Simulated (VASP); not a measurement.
# TaV2H6 (Fm-3m) in VASP: a series of runs

TaV2H6 is run at these levels: PBE; tasks: single point, relaxation of cell and atoms.

Everything below comes from runs of VASP 6.6.1. Logs are shortened: lines on timing, memory, paths and dates and some standing lists are left out, and cuts for length are marked.

### 1 The cell of the first run

Symmetry: Fm-3m, No. 225, cubic system. The conventional cell has a = 6.697 Å, b = 6.697 Å, c = 6.697 Å, α = 90.00°, β = 90.00°, γ = 90.00°. Within 3.1 Å of Ta (site symmetry m-3m) lie 12 H at 2.37 Å and 8 V at 2.90 Å. Within 2.2 Å of V (site symmetry -43m) lie 6 H at 1.67 Å. H (site symmetry mmm) has 2 V at 1.67 Å within 2.2 Å.

### 2 Single point, PBE, collinear spin, ferromagnetic start (atoms taken out)

Input file INCAR:

```
PREC     = Accurate       # precision mode
ENCUT    = 520            # plane-wave cutoff, eV
EDIFF    = 1E-6           # SCF threshold, eV
ISMEAR   = 0              # smearing method
SIGMA    = 0.1            # smearing width, eV
LREAL    = False          # projectors in reciprocal space
LASPH    = True           # aspherical terms in the spheres
NELM     = 150            # most SCF steps
ALGO     = Normal         # electronic algorithm
ISIF     = 2              # what is computed and relaxed
LWAVE    = False          # write WAVECAR
LCHARG   = True           # write CHGCAR
ISPIN    = 2              # spin polarisation
MAGMOM   = 0 2 2 0 0 0 0 0 0 # initial moments
LORBIT   = 11             # projections on sites
LMAXMIX  = 4              # l up to which the mixer works
GGA      = PE             # functional
LELF     = True           # ELF
LVHAR    = True         
NBANDS   = 36             # bands
```

Input file KPOINTS:

```
regular mesh
0
Gamma
  4 4 4
```

Input file POSCAR:

```
TaV2H6
1.0
    0.0000000000      3.3484515894      3.3484515894
    3.3484515894      0.0000000000      3.3484515894
    3.3484515894      3.3484515894      0.0000000000
Ta V H
1 2 6
Direct
    0.0000000000      0.0000000000      0.0000000000
    0.7500000000      0.7500000000      0.7500000000
    0.2500000000      0.2500000000      0.2500000000
    0.5000000000      0.0000000000      0.0000000000
    0.0000000000      0.5000000000      0.5000000000
    0.0000000000      0.5000000000      0.0000000000
    0.5000000000      0.0000000000      0.5000000000
    0.0000000000      0.0000000000      0.5000000000
    0.5000000000      0.5000000000      0.0000000000
```

Potentials or basis: VASP PAW PBE potentials, release 64 (Ta_pv, V_sv, H).

The run is started by

```bash
$ cat potpaw_PBE.64/Ta_pv/POTCAR potpaw_PBE.64/V_sv/POTCAR potpaw_PBE.64/H/POTCAR > POTCAR
$ mpirun -np 1 vasp_std > vasp.out
```

OUTCAR:

```text
PREC = Accurate
   ENCUT = 520
   EDIFF = 1E-6
   ISMEAR = 0
   LREAL = False
   LASPH = True
   NELM = 150
   ISIF = 2
   ISPIN = 2
   LORBIT = 11
   GGA = PE

 ion  position               nearest neighbor table
   1  0.000  0.000  0.000-   2 2.90   3 2.90   2 2.90   2 2.90   2 2.90   3 2.90   3 2.90   3 2.90

   2  0.750  0.750  0.750-   4 1.67   5 1.67   6 1.67   7 1.67   8 1.67   9 1.67   1 2.90   1 2.90
                             1 2.90   1 2.90
   3  0.250  0.250  0.250-   4 1.67   5 1.67   6 1.67   7 1.67   8 1.67   9 1.67   1 2.90   1 2.90
                             1 2.90   1 2.90
   4  0.500  0.000  0.000-   2 1.67   3 1.67
   5  0.000  0.500  0.500-   2 1.67   3 1.67
   6  0.000  0.500  0.000-   2 1.67   3 1.67
   7  0.500  0.000  0.500-   2 1.67   3 1.67
   8  0.000  0.000  0.500-   2 1.67   3 1.67
   9  0.500  0.500  0.000-   2 1.67   3 1.67

  LATTYP: Found a face centered cubic cell.
 ALAT       =     6.6969031788

  Lattice vectors:

 A1 = (   0.0000000000,   3.3484515894,   3.3484515894)
 A2 = (   3.3484515894,   0.0000000000,   3.3484515894)
 A3 = (   3.3484515894,   3.3484515894,   0.0000000000)

Analysis of symmetry for initial positions (statically):
=====================================================================
 Subroutine PRICEL returns:
 Original cell was already a primitive cell.

 Routine SETGRP: Setting up the symmetry group for a
 face centered cubic supercell.

 Subroutine GETGRP returns: Found 48 space group operations
 (whereof 48 operations were pure point group operations)
 out of a pool of 48 trial point group operations.

The static configuration has the point symmetry O_h .

Analysis of symmetry for dynamics (positions and initial velocities):
=====================================================================
 Subroutine PRICEL returns:
 Original cell was already a primitive cell.

 Routine SETGRP: Setting up the symmetry group for a
 face centered cubic supercell.

 Subroutine GETGRP returns: Found 48 space group operations
 (whereof 48 operations were pure point group operations)
 out of a pool of 48 trial point group operations.

The dynamic configuration has the point symmetry O_h .

Analysis of structural, dynamic, and magnetic symmetry:
=====================================================================
 Subroutine PRICEL returns:
 Original cell was already a primitive cell.

 Routine SETGRP: Setting up the symmetry group for a
 face centered cubic supercell.

 Subroutine GETGRP returns: Found 48 space group operations
 (whereof 48 operations were pure point group operations)
 out of a pool of 48 trial point group operations.

The overall configuration has the point symmetry O_h .

 Subroutine INISYM returns: Found 48 space group operations
 (whereof 48 operations are pure point group operations),
 and found     1 'primitive' translations

----------------------------------------------------------------------------------------

                                     Primitive cell

  volume of cell :      75.0865

  direct lattice vectors                    reciprocal lattice vectors
     0.000000000  3.348451589  3.348451589    -0.149322750  0.149322750  0.149322750
     3.348451589  0.000000000  3.348451589     0.149322750 -0.149322750  0.149322750
     3.348451589  3.348451589  0.000000000     0.149322750  0.149322750 -0.149322750

  length of vectors
     4.735425651  4.735425651  4.735425651     0.258634590  0.258634590  0.258634590

  position of ions in fractional coordinates (direct lattice)
     0.000000000  0.000000000  0.000000000
     0.750000000  0.750000000  0.750000000
     0.250000000  0.250000000  0.250000000
     0.500000000  0.000000000  0.000000000
     0.000000000  0.500000000  0.500000000
     0.000000000  0.500000000  0.000000000
     0.500000000  0.000000000  0.500000000
     0.000000000  0.000000000  0.500000000
[... 52 lines left out ...]
   total plane-waves  NPLWV =  46656
   dimension x,y,z NGX =    36 NGY =   36 NGZ =   36
   dimension x,y,z NGXF=    72 NGYF=   72 NGZF=   72
[... 42 lines left out ...]

  energy without entropy =      -49.06861621  energy(sigma->0) =      -49.06990536

 E-fermi :   4.9798     XC(G=0): -10.9202

 val. band max:        4.8463109414   @ k =   0.5000   0.0000   0.0000
 cond. band min:       5.1110201055   @ k =   0.5000   0.5000   0.0000
 fundamental gap:      0.2647091641
 Fermi energy:         4.9798482350

 spin component 1

 k-point     1 :       0.0000    0.0000    0.0000
  band No.  band energies     occupation
      1     -59.1377      1.00000
      2     -59.1213      1.00000
      3     -33.0883      1.00000
      4     -33.0883      1.00000
      5     -33.0883      1.00000
      6     -33.0136      1.00000
[... 277 lines left out ...]
     32      11.2696      0.00000
     33      11.2696      0.00000
 Fermi energy:         4.9798482350

 spin component 2

 k-point     1 :       0.0000    0.0000    0.0000
  band No.  band energies     occupation
      1     -59.1377      1.00000
      2     -59.1212      1.00000
      3     -33.0882      1.00000
      4     -33.0882      1.00000
      5     -33.0882      1.00000
      6     -33.0136      1.00000
[... 277 lines left out ...]
     32      11.2696      0.00000
     33      11.2696      0.00000
 [bands above 33 left out]

------------------------ aborting loop because EDIFF is reached ----------------------------------------

  FORCE on cell =-STRESS in cart. coord.  units (eV):
  Direction    XX          YY          ZZ          XY          YZ          ZX
  --------------------------------------------------------------------------------------
  -------------------------------------------------------------------------------------
  Total       -0.0962877     -0.0962877     -0.0962877      0.0000000      0.0000000      0.0000000
  in kB       -2.0545616     -2.0545616     -2.0545616      0.0000000      0.0000000      0.0000000
  external PRESSURE =      -2.0545616 kB  Pullay stress =       0.0000000 kB

 VOLUME and BASIS-vectors are now :
 -----------------------------------------------------------------------------
  energy-cutoff  :      520.00
  volume of cell :       75.09
      direct lattice vectors                 reciprocal lattice vectors
     0.000000000  3.348451589  3.348451589    -0.149322750  0.149322750  0.149322750
     3.348451589  0.000000000  3.348451589     0.149322750 -0.149322750  0.149322750
     3.348451589  3.348451589  0.000000000     0.149322750  0.149322750 -0.149322750

 POSITION                                       TOTAL-FORCE (eV/Angst)
 -----------------------------------------------------------------------------------
      0.00000      0.00000      0.00000         0.000000     -0.000000      0.000000
      5.02268      5.02268      5.02268        -0.000000     -0.000000     -0.000000
      1.67423      1.67423      1.67423         0.000000      0.000000      0.000000
      0.00000      1.67423      1.67423         0.000000     -0.000000      0.000000
      3.34845      1.67423      1.67423         0.000000     -0.000000      0.000000
      1.67423      0.00000      1.67423         0.000000     -0.000000      0.000000
      1.67423      3.34845      1.67423         0.000000     -0.000000      0.000000
      1.67423      1.67423      0.00000         0.000000     -0.000000      0.000000
      1.67423      1.67423      3.34845         0.000000     -0.000000      0.000000
 -----------------------------------------------------------------------------------
    total drift:                                0.000000      0.000000      0.000000

  FREE ENERGIE OF THE ION-ELECTRON SYSTEM (eV)
  ---------------------------------------------------
  free  energy   TOTEN  =       -49.0711945078 eV

  energy  without entropy=      -49.0686162150  energy(sigma->0) =      -49.06990536

 total charge

# of ion       s       p       d       tot
------------------------------------------
    1        0.304   6.137   2.162   8.603
    2        2.264   6.266   3.252  11.781
    3        2.264   6.266   3.252  11.781
    4        0.579   0.022   0.000   0.601
    5        0.579   0.022   0.000   0.601
    6        0.579   0.022   0.000   0.601
    7        0.579   0.022   0.000   0.601
    8        0.579   0.022   0.000   0.601
    9        0.579   0.022   0.000   0.601
--------------------------------------------------
tot          8.308  18.798   8.665  35.771

 magnetization (x)

# of ion       s       p       d       tot
------------------------------------------
    1       -0.000  -0.000  -0.000  -0.000
    2        0.000  -0.000   0.000   0.000
    3        0.000  -0.000   0.000   0.000
    4        0.000  -0.000   0.000   0.000
    5        0.000  -0.000   0.000   0.000
    6        0.000  -0.000   0.000   0.000
    7        0.000  -0.000   0.000   0.000
    8        0.000  -0.000   0.000   0.000
    9        0.000  -0.000   0.000   0.000
--------------------------------------------------
tot          0.000  -0.000   0.000   0.000
```

Wall time 32 s (1 thread of Intel Xeon 6975P-C (Granite Rapids), shared host); peak memory 0.25 GiB.

What came out:

```
Free energy                                           : -49.0712 eV
Pressure                                              : -0.2 GPa
Net moment                                            : 0.00 μB per cell
Valence electrons inside the program's atomic spheres : Ta 8.60; V 11.78; H 0.60
```

Levels at points of the mesh, in eV from the Fermi level:
Spin up:
```
           k point  band 19  band 20  band 21  band 22  band 23  band 24
(0.00, 0.00, 0.00)    -1.32    -1.32     0.68     0.68     0.68     1.00
(0.50, 0.00, 0.00)    -1.40    -1.40    -0.20    -0.13    -0.13     1.35
(0.50, 0.50, 0.00)    -1.40    -1.40     0.13     0.13     0.44     0.94
```
Spin down:
```csv
k point,band 19,band 20,band 21,band 22,band 23,band 24
"(0.00, 0.00, 0.00)",-1.32,-1.32,0.68,0.68,0.68,1.00
"(0.50, 0.00, 0.00)",-1.40,-1.40,-0.20,-0.13,-0.13,1.35
"(0.50, 0.50, 0.00)",-1.40,-1.40,0.13,0.13,0.44,0.94
```

Caveat: the k points lie up to 0.41 Å⁻¹ apart; the cell differs from its parent crystal (atoms taken out); the moments typed at the start vanished in this run; spin-orbit coupling is left out, which moves the levels of the heavy elements.

### 3 Single point, PBE (atoms taken out)

Input file INCAR:

```
PREC     = Accurate       # precision mode
ENCUT    = 520            # plane-wave cutoff, eV
EDIFF    = 1E-6           # SCF threshold, eV
ISMEAR   = 0              # smearing method
SIGMA    = 0.1            # smearing width, eV
LREAL    = False          # projectors in reciprocal space
LASPH    = True           # aspherical terms in the spheres
NELM     = 100            # most SCF steps
ALGO     = Normal         # electronic algorithm
ISIF     = 2              # what is computed and relaxed
LWAVE    = False          # write WAVECAR
LCHARG   = True           # write CHGCAR
GGA      = PE             # functional
LELF     = True           # ELF
LVHAR    = True         
NBANDS   = 32             # bands
```

Input file KPOINTS:

```
regular mesh
0
Gamma
  10 10 10
```

Edit POSCAR of step 2 so:

```diff
@@ -2,5 +2,5 @@
 1.0
-    0.0000000000      3.3484515894      3.3484515894
-    3.3484515894      0.0000000000      3.3484515894
-    3.3484515894      3.3484515894      0.0000000000
+    0.0000000000      3.3491889684      3.3491889684
+    3.3491889684      0.0000000000      3.3491889684
+    3.3491889684      3.3491889684      0.0000000000
 Ta V H
```

Potentials or basis: VASP PAW PBE potentials, release 64 (Ta_pv, V_sv, H).

The run is started by

```bash
$ cat potpaw_PBE.64/Ta_pv/POTCAR potpaw_PBE.64/V_sv/POTCAR potpaw_PBE.64/H/POTCAR > POTCAR
$ mpirun -np 1 vasp_std > vasp.out
```

It took 55 s on 1 thread of Intel Xeon 6975P-C (Granite Rapids), shared host; peak memory 0.26 GiB.

Results (log left out):

- Free energy: -48.9951 eV
- Pressure: 0.0 GPa
- Band gap on the k mesh: zero (an odd number of electrons rules out a gap without spin polarisation)

Levels at points of the mesh, in eV from the Fermi level:
```csv
k point,band 18,band 19,band 20,band 21,band 22,band 23,band 24,band 25,band 26,band 27
"(0.00, 0.00, 0.00)",-1.29,-1.29,-1.29,0.71,0.71,0.71,1.02,1.02,1.98,1.98
"(0.50, 0.00, 0.00)",-2.04,-1.38,-1.38,-0.17,-0.11,-0.11,1.38,1.38,2.27,2.27
"(0.50, 0.50, 0.00)",-2.95,-1.38,-1.38,0.16,0.16,0.46,0.96,0.98,0.98,1.41
```

Caveat: the cell differs from its parent crystal (atoms taken out); spin-orbit coupling is left out, which moves the levels of the heavy elements.

### 4 Relaxation of cell and atoms, PBE (atoms taken out)

Input file INCAR:

```
  ALGO = Normal
  EDIFF = 1E-7
  EDIFFG = -0.01
  ENCUT = 600
  GGA = PE
  IBRION = 2
  ISIF = 3
  ISMEAR = 0
  LASPH = T
  LCHARG = F
  LREAL = F
  LWAVE = F
  NELM = 60
  NSW = 100
  PREC = Accurate
  SIGMA = 0.1
```

Input file KPOINTS:

```
k-points
0
Gamma
  10 10 10
```

Edit POSCAR of step 3 so:

```diff
@@ -2,5 +2,5 @@
 1.0
-    0.0000000000      3.3491889684      3.3491889684
-    3.3491889684      0.0000000000      3.3491889684
-    3.3491889684      3.3491889684      0.0000000000
+    0.0000000000      3.3484515894      3.3484515894
+    3.3484515894      0.0000000000      3.3484515894
+    3.3484515894      3.3484515894      0.0000000000
 Ta V H
```

The run is started by

```bash
$ cat potpaw_PBE.64/Ta_pv/POTCAR potpaw_PBE.64/V_sv/POTCAR potpaw_PBE.64/H/POTCAR > POTCAR
$ mpirun -np 1 vasp_std > vasp.out
```

Run time: 1.9 min. Hardware: 1 thread of Intel Xeon 6975P-C (Granite Rapids), shared host; peak memory 0.31 GiB.

Results (log left out):

```
Free energy                           : -48.9987 eV
Relaxed volume                        : 8.36 Å³/atom
Relaxed cell                          : a = 4.738 Å, b = 4.738 Å, c = 4.738 Å, α = 60.00°, β = 60.00°, γ = 60.00°
Space group after relaxing (to 0.1 Å) : Fm-3m (No. 225)
Energy gained by relaxing             : 0.0 meV/atom
Ionic steps                           : 2
Pressure after relaxing               : 0.0 GPa
Band gap on the k mesh                : zero (an odd number of electrons rules out a gap without spin polarisation)
```

Final structure:
```xyz
9
Lattice="0.0000 3.3503 3.3503 3.3503 0.0000 3.3503 3.3503 3.3503 0.0000" Properties=species:S:1:pos:R:3 pbc="T T T"
Ta    3.3503    3.3503    6.7006
V     5.0255    5.0255    5.0255
V     1.6752    1.6752    1.6752
H     3.3503    1.6752    5.0255
H     3.3503    5.0255    5.0255
H     1.6752    3.3503    5.0255
H     5.0255    3.3503    5.0255
H     5.0255    5.0255    6.7006
H     1.6752    1.6752    3.3503
```

Levels at points of the mesh, in eV from the Fermi level:
```tsv
k point	band 19	band 20	band 21	band 22	band 23	band 24	band 25	band 26
(0.00, 0.00, 0.00)	-1.29	-1.29	0.70	0.70	0.70	1.02	1.02	1.98
(0.50, 0.00, 0.00)	-1.38	-1.38	-0.17	-0.11	-0.11	1.37	1.37	2.26
(0.50, 0.50, 0.00)	-1.38	-1.38	0.16	0.16	0.46	0.96	0.98	0.98
```

Caveat: the cell differs from its parent crystal (atoms taken out); spin-orbit coupling is left out, which moves the levels of the heavy elements.

### 5 Relaxation of cell and atoms, PBE, collinear spin, ferromagnetic start (atoms taken out)

Input file INCAR:

```
SYSTEM = TaV2H6
PREC = Accurate
ENCUT = 600
EDIFF = 1E-6
ISMEAR = 0
SIGMA = 0.1
LREAL = .FALSE.
LASPH = .TRUE.
NELM = 150
ALGO = Normal
ISIF = 3
LWAVE = .FALSE.
LCHARG = .FALSE.
ISPIN = 2
MAGMOM = 0 2 2 0 0 0 0 0 0
LORBIT = 11
LMAXMIX = 4
GGA = PE
IBRION = 2
NSW = 90
EDIFFG = -0.04
```

Input file KPOINTS:

```
regular mesh
0
G
  4 4 4
  0 0 0
```

Edit POSCAR of step 4 so:

```diff
@@ -2,5 +2,5 @@
 1.0
-    0.0000000000      3.3484515894      3.3484515894
-    3.3484515894      0.0000000000      3.3484515894
-    3.3484515894      3.3484515894      0.0000000000
+    0.0000000000      4.2102994500      4.2102994500
+    4.2102994500      0.0000000000      4.2102994500
+    4.2102994500      4.2102994500      0.0000000000
 Ta V H
```

The run is started by

```bash
$ cat potpaw_PBE.64/Ta_pv/POTCAR potpaw_PBE.64/V_sv/POTCAR potpaw_PBE.64/H/POTCAR > POTCAR
$ mpirun -np 1 vasp_std > vasp.out
```

It took 8.3 min on 1 thread of Intel Xeon 6975P-C (Granite Rapids), shared host; peak memory 0.48 GiB.

The run converged. Its results:

* Free energy: -49.0890 eV
* Relaxed volume: 8.36 Å³/atom
* Relaxed cell: a = 4.738 Å, b = 4.738 Å, c = 4.738 Å, α = 60.00°, β = 60.00°, γ = 60.00°
* Space group after relaxing (to 0.1 Å): Fm-3m (No. 225)
* Pressure after relaxing: -0.2 GPa
* Net moment: 0.00 μB per cell
* Valence electrons inside the program's atomic spheres: Ta 8.60; V 11.78; H 0.60

Final structure:
```
Ta V H
1.0
     0.00000    3.35031    3.35031
     3.35031    0.00000    3.35031
     3.35031    3.35031    0.00000
Ta V H
1 2 6
Direct
  0.00000 0.00000 0.00000
  0.75000 0.75000 0.75000
  0.25000 0.25000 0.25000
  0.50000 0.00000 0.00000
  0.00000 0.50000 0.50000
  0.00000 0.50000 0.00000
  0.50000 0.00000 0.50000
  0.00000 0.00000 0.50000
  0.50000 0.50000 0.00000
```

Levels at points of the mesh, in eV from the Fermi level:
Spin up:
```tsv
k point	band 17	band 18	band 19	band 20	band 21	band 22	band 23	band 24	band 25	band 26
(0.00, 0.00, 0.00)	-4.69	-1.31	-1.31	-1.31	0.68	0.68	0.68	0.99	0.99	1.95
(0.50, 0.00, 0.00)	-4.84	-2.05	-1.40	-1.40	-0.20	-0.13	-0.13	1.35	1.35	2.24
(0.50, 0.50, 0.00)	-4.18	-2.96	-1.40	-1.40	0.13	0.13	0.44	0.94	0.95	0.95
```
Spin down:
```tsv
k point	band 17	band 18	band 19	band 20	band 21	band 22	band 23	band 24	band 25	band 26
(0.00, 0.00, 0.00)	-4.69	-1.31	-1.31	-1.31	0.68	0.68	0.68	0.99	0.99	1.95
(0.50, 0.00, 0.00)	-4.84	-2.05	-1.40	-1.40	-0.20	-0.13	-0.13	1.35	1.35	2.24
(0.50, 0.50, 0.00)	-4.18	-2.96	-1.40	-1.40	0.13	0.13	0.44	0.94	0.95	0.95
```

Caveat: the cell differs from its parent crystal (atoms taken out); the volume moved by over 15 % at a fixed basis, so the end points are rough; the moments typed at the start vanished in this run; spin-orbit coupling is left out, which moves the levels of the heavy elements.

### 6 Overview

```tsv
task	spin	cell	k mesh	cutoff (eV)	gap on the mesh (eV)	pressure (GPa)	moment (μB)	relaxed volume (Å³/atom)
single point	collinear, ferromagnetic start	a = 4.735 Å, angles 60.0°, 9 atoms	4 × 4 × 4	520	none	-0.2	0.00	-
single point	off	a = 4.736 Å, angles 60.0°, 9 atoms	10 × 10 × 10	520	none	0.0	-	-
relaxation of cell and atoms	off	relaxed from a = 4.735 Å, angles 60.0°, 9 atoms	10 × 10 × 10	600	none	0.0	-	8.36
relaxation of cell and atoms	collinear, ferromagnetic start	relaxed from a = 5.954 Å, angles 60.0°, 9 atoms	4 × 4 × 4	600	none	-0.2	0.00	8.36
```

Alike in all rows: level PBE; potentials or basis VASP PAW PBE potentials, release 64 (Ta_pv, V_sv, H); smearing gaussian 0.1 eV.

Caveats: some runs use coarse meshes; spin-orbit coupling is left out, which moves the levels of the heavy elements; the moments typed at the start vanished in this run (at least some runs); the volume moved by over 15 % at a fixed basis, so the end points are rough (at least some runs).

Total energies depend on the potentials used, so only differences within one code and one set of settings carry meaning.

The gap in the log of VASP goes by the Fermi energy; the results here count the filled bands.